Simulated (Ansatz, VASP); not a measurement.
Two plane-wave programs on Tl

The input INCAR:

```
PREC = Accurate
ENCUT = 520
EDIFF = 1E-6
ISMEAR = 0
SIGMA = 0.1
LREAL = F
LASPH = T
NELM = 100
ALGO = Normal
ISIF = 2
LWAVE = F
LCHARG = T
GGA = PS
LELF = T
LVHAR = T
NBANDS = 34
```

Contents of KPOINTS:

```
Automatic mesh
0
Gamma
  4 4 6
```

The input POSCAR:

```
Tl
1.0
    5.0353262788      0.0000000000      0.0000000000
    0.0000000000      5.0353262788      0.0000000000
    0.0000000000      0.0000000000      2.9079352207
Tl
4
Direct
    0.5000000000      0.5000000000      0.0000000000
    0.0000000000      0.0000000000      0.0000000000
    0.5000000000      0.0000000000      0.5203135305
    0.0000000000      0.5000000000      0.4796864695
```

Input for Ansatz:

```yaml
crystal:
  lattice:
    - [5.0353262788, 0.0, 0.0]
    - [0.0, 5.0353262788, 0.0]
    - [0.0, 0.0, 2.9079352207]
  atoms:
    - { symbol: Tl, position: [0.5, 0.5, 0.0] }
    - { symbol: Tl, position: [0.0, 0.0, 0.0] }
    - { symbol: Tl, position: [0.5, 0.0, 0.5203135305] }
    - { symbol: Tl, position: [0.0, 0.5, 0.4796864695] }
basis:
  ecutwfc: 420
kpoints:
  mp_grid: { grid: [4, 4, 6] }
hamiltonian:
  xc: pbesol
scf:
  occupations: { method: gaussian, width: 0.1 }
output:
  forces: true
  stress: true
  eigenvalues: true
```

Alike in both runs: task single point; functional PBEsol; k mesh 4 × 4 × 6; occupations gaussian, width 0.1 eV; no spin polarisation.

|  | VASP | Ansatz |
| --- | --- | --- |
| version | VASP 6.6.1 | Ansatz 0.2.0 |
| potentials or method | VASP PAW PBE potentials, release 64 (Tl_d), cutoff 520 eV | scalar-relativistic, plane waves, PAW |
| valence electrons in the cell | 52 | 52 |

|  | VASP | Ansatz | Ansatz less VASP |
| --- | --- | --- | --- |
| gap on the k mesh at the Fermi level (eV) | none | none | - |
| pressure (GPa) | 53.7 | 53.8 | +0.04 |
| traceless stress, the component that is largest in VASP (GPa) | 2.90 | 2.84 | -0.052 |
| rms of the force components (eV/Å) | 0.078 | 0.077 | -0.0005 |

VASP's potentials were made for PBE, not for PBEsol. Atom by atom the forces differ by 0.000 eV/Å (rms over components). A gap of «none» marks a metal or a gap that the smearing closes. Both programs put the cell under a high pressure, so it lies far from rest at this level.

The k mesh is coarse, so the values compare programs but aren't converged. Spin-orbit coupling is off throughout.
